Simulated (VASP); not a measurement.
# Al (Fm-3m) in VASP: a series of runs

Runs on Al. Level: LDA. Tasks: single point.

Everything below comes from runs of VASP 6.6.1. Logs are shortened: lines on timing, memory, paths and dates and some standing lists are left out, and cuts for length are marked.

## (1) The cell of the first run

It takes space group Fm-3m (No. 225, cubic). Conventional cell: a = 3.817 Å, b = 3.817 Å, c = 3.817 Å, α = 90.00°, β = 90.00°, γ = 90.00°. Al (site symmetry m-3m) has 12 Al at 2.70 Å within 3.6 Å.

## (2) Single point, LDA (volume scaled by 0.88)

Input file INCAR:

```
SYSTEM = Al
PREC = Accurate ; ENCUT = 520
EDIFF = 1E-6 ; ISMEAR = -1
SIGMA = 0.05 ; LREAL = .FALSE.
LASPH = .TRUE. ; NELM = 100
ALGO = Normal ; ISIF = 2
LWAVE = .FALSE. ; LCHARG = .TRUE.
LELF = .TRUE. ; LVHAR = .TRUE.
NBANDS = 8
```

Input file KPOINTS:

```
regular mesh
0
G
  18 18 18
  0 0 0
```

Input file POSCAR:

```
Al
1.0
    0.0000000000      1.9086899037      1.9086899037
    1.9086899037      0.0000000000      1.9086899037
    1.9086899037      1.9086899037      0.0000000000
Al
1
Direct
    0.0000000000      0.0000000000      0.0000000000
```

Potentials or basis: VASP PAW LDA potentials, release 64 (Al).

Command:

```bash
$ cat potpaw_LDA.64/Al/POTCAR > POTCAR
$ mpirun -np 1 vasp_std > vasp.out
```

OUTCAR:

```text
SYSTEM = Al
   PREC = Accurate
   ENCUT = 520
   EDIFF = 1E-6
   ISMEAR = -1
   LREAL = .FALSE.
   LASPH = .TRUE.
   NELM = 100
   ISIF = 2

 ion  position               nearest neighbor table
   1  0.000  0.000  0.000-

  LATTYP: Found a face centered cubic cell.
 ALAT       =     3.8173798074

  Lattice vectors:

 A1 = (   0.0000000000,   1.9086899037,   1.9086899037)
 A2 = (   1.9086899037,   0.0000000000,   1.9086899037)
 A3 = (   1.9086899037,   1.9086899037,   0.0000000000)

Analysis of symmetry for initial positions (statically):
=====================================================================
 Subroutine PRICEL returns:
 Original cell was already a primitive cell.

 Routine SETGRP: Setting up the symmetry group for a
 face centered cubic supercell.

 Subroutine GETGRP returns: Found 48 space group operations
 (whereof 48 operations were pure point group operations)
 out of a pool of 48 trial point group operations.

The static configuration has the point symmetry O_h .

Analysis of symmetry for dynamics (positions and initial velocities):
=====================================================================
 Subroutine PRICEL returns:
 Original cell was already a primitive cell.

 Routine SETGRP: Setting up the symmetry group for a
 face centered cubic supercell.

 Subroutine GETGRP returns: Found 48 space group operations
 (whereof 48 operations were pure point group operations)
 out of a pool of 48 trial point group operations.

The dynamic configuration has the point symmetry O_h .

 Subroutine INISYM returns: Found 48 space group operations
 (whereof 48 operations are pure point group operations),
 and found     1 'primitive' translations

----------------------------------------------------------------------------------------

                                     Primitive cell

  volume of cell :      13.9071

  direct lattice vectors                    reciprocal lattice vectors
     0.000000000  1.908689904  1.908689904    -0.261959787  0.261959787  0.261959787
     1.908689904  0.000000000  1.908689904     0.261959787 -0.261959787  0.261959787
     1.908689904  1.908689904  0.000000000     0.261959787  0.261959787 -0.261959787

  length of vectors
     2.699295148  2.699295148  2.699295148     0.453727660  0.453727660  0.453727660

  position of ions in fractional coordinates (direct lattice)
     0.000000000  0.000000000  0.000000000

  ion indices of the primitive-cell ions
   primitive index   ion index
                 1           1

----------------------------------------------------------------------------------------

 KPOINTS: regular mesh

Automatic generation of k-mesh.
 Grid dimensions read from file:
 generate k-points for:   18   18   18

 Generating k-lattice:

  Cartesian coordinates                     Fractional coordinates (reciprocal lattice)
    -0.014553321  0.014553321  0.014553321     0.055555556  0.000000000  0.000000000
     0.014553321 -0.014553321  0.014553321     0.000000000  0.055555556  0.000000000
     0.014553321  0.014553321 -0.014553321     0.000000000  0.000000000  0.055555556

  Length of vectors
     0.025207092  0.025207092  0.025207092

  Shift w.r.t. Gamma in fractional coordinates (k-lattice)
     0.000000000  0.000000000  0.000000000

 Subroutine IBZKPT returns following result:
 ===========================================

 Found    195 irreducible k-points:

 Following reciprocal coordinates:
            Coordinates               Weight
  0.000000  0.000000  0.000000      1.000000
  0.055556  0.000000  0.000000      8.000000
  0.111111  0.000000  0.000000      8.000000
  0.166667  0.000000  0.000000      8.000000
  0.222222  0.000000  0.000000      8.000000
  0.277778  0.000000  0.000000      8.000000
[... 16 lines left out ...]
 -0.277778  0.055556  0.000000     24.000000
 -0.222222  0.055556  0.000000     24.000000
 [... further k-points ...]
   k-points           NKPTS =    195   k-points in BZ     NKDIM =    195   number of bands    NBANDS=      8
   number of dos      NEDOS =    301   number of ions     NIONS =      1
   total plane-waves  NPLWV =   8000
   dimension x,y,z NGX =    20 NGY =   20 NGZ =   20
   dimension x,y,z NGXF=    40 NGYF=   40 NGZF=   40
   ions per type =               1
   NGX,Y,Z   is equivalent  to a cutoff of  12.32, 12.32, 12.32 a.u.
   NGXF,Y,Z  is equivalent  to a cutoff of  24.64, 24.64, 24.64 a.u.
 SYSTEM =  Al
   PREC   = accura    normal or accurate (medium, high low for compatibility)
   ISTART =      0    job   : 0-new  1-cont  2-samecut
   ICHARG =      2    charge: 1-file 2-atom 10-const
   ISPIN  =      1    spin polarized calculation?
   LNONCOLLINEAR =      F non collinear calculations
   LSORBIT =      F    spin-orbit coupling
   LASPH  =      T    aspherical Exc in radial PAW
   ENCUT  =  520.0 eV  38.22 Ry    6.18 a.u.   5.02  5.02  5.02*2*pi/ulx,y,z
   NELM   =    100;   NELMIN=  2; NELMDL= -5     # of ELM steps
   EDIFF  = 0.1E-05   stopping-criterion for ELM
   LREAL  =      F    real-space projection
   EDIFFG = 0.1E-04   stopping-criterion for IOM
   NSW    =      0    number of steps for IOM
   IBRION =     -1    ionic relax: 0-MD 1-quasi-New 2-CG
   NFREE  =      0    steps in history (QN), initial steepest desc. (CG)
   ISIF   =      2    stress and relaxation
   ISYM   =      2    0-nonsym 1-usesym 2-fastsym
   POTIM  = 0.5000    time-step for ionic-motion
   TEBEG  =    0.0;   TEEND  =   0.0 temperature during run
   PSTRESS=    0.0 pullay stress
   NELECT =       3.0000    total number of electrons
   NUPDOWN=      -1.0000    fix difference up-down
   EMIN   =  10.00;   EMAX   =-10.00  energy-range for DOS
   EFERMI =   0.00;   METHOD = LEGACY
   ISMEAR =    -1;   SIGMA  =   0.05  broadening in eV -4-tet -1-fermi 0-gaus
   EFERMI_NEDOS =   21; number of points for ismear=-14 and -15
   IALGO  =     38    algorithm
   IMIX   =      4    mixing-type and parameters
     AMIX     =   0.40;   BMIX     =  1.00
     AMIX_MAG =   1.60;   BMIX_MAG =  1.00
  volume/ion in A,a.u.               =      13.91        93.85
  Fermi-wavevector in a.u.,A,eV,Ry     =   0.981831  1.855391 13.115897  0.963991
  Thomas-Fermi vector in A             =   2.112867
   LORBIT       =      0    0 simple, 1 ext, 2 COOP (PROOUT), +10 PAW based schemes
   GGA     = CA    functional components
   LHFCALC =     F    Hartree Fock is set to
   AEXX    =    0.0000 exact exchange contribution
   IVDW    =     0    specifies the selected vdW correction
   LEPSILON=     F    determine dielectric tensor
   LRPA    =     F    only Hartree local field effects (RPA)
 non-spin polarized calculation
  energy-cutoff  :      520.00
  volume of cell :       13.91
 maximum number of plane-waves:       388
   NGX =  9   NGY =  9   NGZ =  9

 number of electron       3.0000000 magnetization

 Free energy of the ion-electron system (eV)
  ---------------------------------------------------
  ext. energy  EPLUGINS =         0.00000000
  ---------------------------------------------------
  free energy    TOTEN  =        -4.11474552 eV

  energy without entropy =       -4.11135724  energy(sigma->0) =       -4.11305138

 E-fermi :   9.6814     XC(G=0): -10.9914

 val. band max:        9.6546703853   @ k =   0.5000   0.4444   0.0556
 cond. band min:       9.7374916542   @ k =  -0.3333   0.4444   0.1111
 fundamental gap:      0.0828212689
 Fermi energy:         9.6813940065

 k-point     1 :       0.0000    0.0000    0.0000
  band No.  band energies     occupation
      1      -2.6436      2.00000
      2      23.2238      0.00000
      3      23.2238      0.00000
      4      23.2238      0.00000
      5      25.9554      0.00000
      6      25.9554      0.00000
      7      25.9554      0.00000
      8      27.5948      0.00000

 k-point     2 :       0.0556    0.0000    0.0000
  band No.  band energies     occupation
      1      -2.5499      2.00000
      2      21.7694      0.00000
      3      23.0172      0.00000
      4      23.0172      0.00000
      5      26.3123      0.00000
      6      26.3123      0.00000
      7      26.3176      0.00000
      8      28.6239      0.00000

 k-point     3 :       0.1111    0.0000    0.0000
  band No.  band energies     occupation
      1      -2.2693      2.00000
      2      19.3942      0.00000
      3      22.5975      0.00000
      4      22.5975      0.00000
      5      26.2438      0.00000
      6      27.1702      0.00000
      7      27.1702      0.00000
      8      29.1942      0.00000

 k-point     4 :       0.1667    0.0000    0.0000
  band No.  band energies     occupation
      1      -1.8030      2.00000
      2      16.9609      0.00000
      3      22.1859      0.00000
      4      22.1859      0.00000
      5      26.0023      0.00000
      6      27.7277      0.00000
      7      27.7277      0.00000
      8      28.5433      0.00000

 k-point     5 :       0.2222    0.0000    0.0000
  band No.  band energies     occupation
      1      -1.1534      2.00000
      2      14.5998      0.00000
      3      21.8665      0.00000
      4      21.8665      0.00000
      5      25.7712      0.00000
      6      26.6137      0.00000
      7      26.6137      0.00000
      8      29.8111      0.00000
[... 177 lines left out ...]
 k-point    22 :      -0.3333    0.0556    0.0000
  band No.  band energies     occupation
      1       1.1370      2.00000
      2       9.6316      1.46045
      3      19.7869      0.00000
      4      22.6303      0.00000
      5      23.3653      0.00000
      6      24.6660      0.00000
      7      26.3861      0.00000
      8      29.6075      0.00000

 k-point    23 :      -0.2778    0.0556    0.0000
  band No.  band energies     occupation
      1       0.0739      2.00000
      2      11.6970      0.00000
      3      19.8148      0.00000
      4      22.8833      0.00000
      5      24.0494      0.00000
      6      25.5798      0.00000
      7      26.3690      0.00000
      8      30.4707      0.00000

 k-point    24 :      -0.2222    0.0556    0.0000
  band No.  band energies     occupation
      1      -0.8146      2.00000
      2      13.8942      0.00000
      3      19.9936      0.00000
      4      23.0518      0.00000
      5      25.0893      0.00000
      6      26.3059      0.00000
      7      26.7934      0.00000
      8      29.1730      0.00000

 [... further k-points ...]
[... 5 lines left out ...]
  --------------------------------------------------------------------------------------
  -------------------------------------------------------------------------------------
  Total        1.2524233      1.2524233      1.2524233      0.0000000     -0.0000000      0.0000000
  in kB      144.2864678    144.2864678    144.2864678      0.0000000     -0.0000000      0.0000000
  external PRESSURE =     144.2864678 kB  Pullay stress =       0.0000000 kB

 VOLUME and BASIS-vectors are now :
 -----------------------------------------------------------------------------
  energy-cutoff  :      520.00
  volume of cell :       13.91
      direct lattice vectors                 reciprocal lattice vectors
     0.000000000  1.908689904  1.908689904    -0.261959787  0.261959787  0.261959787
     1.908689904  0.000000000  1.908689904     0.261959787 -0.261959787  0.261959787
     1.908689904  1.908689904  0.000000000     0.261959787  0.261959787 -0.261959787

 POSITION                                       TOTAL-FORCE (eV/Angst)
 -----------------------------------------------------------------------------------
      0.00000      0.00000      0.00000         0.000000     -0.000000      0.000000
 -----------------------------------------------------------------------------------
    total drift:                                0.000000     -0.000000     -0.000000

  FREE ENERGIE OF THE ION-ELECTRON SYSTEM (eV)
  ---------------------------------------------------
  free  energy   TOTEN  =        -4.1147455187 eV

  energy  without entropy=       -4.1113572365  energy(sigma->0) =       -4.11305138
```

Run time: 28 s. Hardware: 1 thread of Intel Xeon 8259CL, shared host; peak memory 0.09 GiB.

Results:

| Quantity | Value |
| --- | --- |
| Free energy | -4.1147 eV |
| Pressure | 14.4 GPa |

Levels at points of the mesh, in eV from the Fermi level:
```tsv
k point	band 1	band 2	band 3	band 4
(0.00, 0.00, 0.00)	-12.32	13.54	13.54	13.54
(0.50, 0.00, 0.00)	-5.25	-4.63	12.24	12.24
(0.50, 0.50, 0.00)	-3.31	-1.68	5.32	6.40
```

## (3) Single point, LDA (volume scaled by 0.88, level accurate)

Input file INCAR:

```
SYSTEM = Al
ALGO     = Normal         ! electronic algorithm
EDIFF    = 1E-6           ! SCF threshold, eV
ENCUT    = 520            ! plane-wave cutoff, eV
GGA      = CA             ! functional
ISIF     = 2              ! what is computed and relaxed
ISMEAR   = -1             ! smearing method
LASPH    = .TRUE.         ! aspherical terms in the spheres
LCHARG   = .FALSE.        ! write CHGCAR
LREAL    = .FALSE.        ! projectors in reciprocal space
LWAVE    = .FALSE.        ! write WAVECAR
NBANDS   = 8              ! bands
NELM     = 100            ! most SCF steps
PREC     = Accurate       ! precision mode
SIGMA    = 0.05           ! smearing width, eV
```

Input file KPOINTS:

```
k-points
0
G
  18 18 18
  0 0 0
```

POSCAR is that of step 2.

Potentials or basis: VASP PAW LDA potentials, release 64 (Al).

Command:

```bash
$ cat potpaw_LDA.64/Al/POTCAR > POTCAR
$ mpirun -np 1 vasp_std > vasp.out
```

Run time: 22 s. Hardware: 1 thread of Intel Xeon 8259CL, shared host; peak memory 0.09 GiB.

Results (log left out):

* Free energy: -4.1147 eV
* Pressure: 14.4 GPa

Levels at points of the mesh, in eV from the Fermi level:
| k point | band 1 | band 2 | band 3 | band 4 | band 5 |
| --- | --- | --- | --- | --- | --- |
| (0.00, 0.00, 0.00) | -12.32 | 13.54 | 13.54 | 13.54 | 16.27 |
| (0.50, 0.00, 0.00) | -5.25 | -4.63 | 12.24 | 12.24 | 13.19 |
| (0.50, 0.50, 0.00) | -3.31 | -1.68 | 5.32 | 6.40 | 6.40 |

## (4) Single point, LDA (volume scaled by 0.94)

Input file INCAR:

```
ALGO     = Normal         # electronic algorithm
EDIFF    = 1E-7           # SCF threshold, eV
ENCUT    = 520            # plane-wave cutoff, eV
GGA      = CA             # functional
ISIF     = 2              # what is computed and relaxed
ISMEAR   = -1             # smearing method
LASPH    = T              # aspherical terms in the spheres
LCHARG   = T              # write CHGCAR
LELF     = T              # ELF
LREAL    = F              # projectors in reciprocal space
LVHAR    = T            
LWAVE    = F              # write WAVECAR
NBANDS   = 8              # bands
NELM     = 100            # most SCF steps
PREC     = Accurate       # precision mode
SIGMA    = 0.05           # smearing width, eV
```

Input file KPOINTS:

```
k-points
0
Gamma
  18 18 18
```

Input file POSCAR:

```
Al
1.0
    0.0000000000      1.9511190537      1.9511190537
    1.9511190537      0.0000000000      1.9511190537
    1.9511190537      1.9511190537      0.0000000000
Al
1
Direct
    0.0000000000      0.0000000000      0.0000000000
```

Command:

```bash
$ cat potpaw_LDA.64/Al/POTCAR > POTCAR
$ mpirun -np 1 vasp_std > vasp.out
```

It took 43 s on 1 thread of Intel Xeon 8259CL, shared host; peak memory 0.1 GiB.

It converged, with:

* Free energy: -4.1739 eV
* Pressure: 6.0 GPa

Levels at points of the mesh, in eV from the Fermi level:
```tsv
k point	band 1	band 2	band 3	band 4
(0.00, 0.00, 0.00)	-11.84	13.16	13.16	13.16
(0.50, 0.00, 0.00)	-4.97	-4.53	11.93	11.93
(0.50, 0.50, 0.00)	-3.15	-1.64	5.32	6.05
```
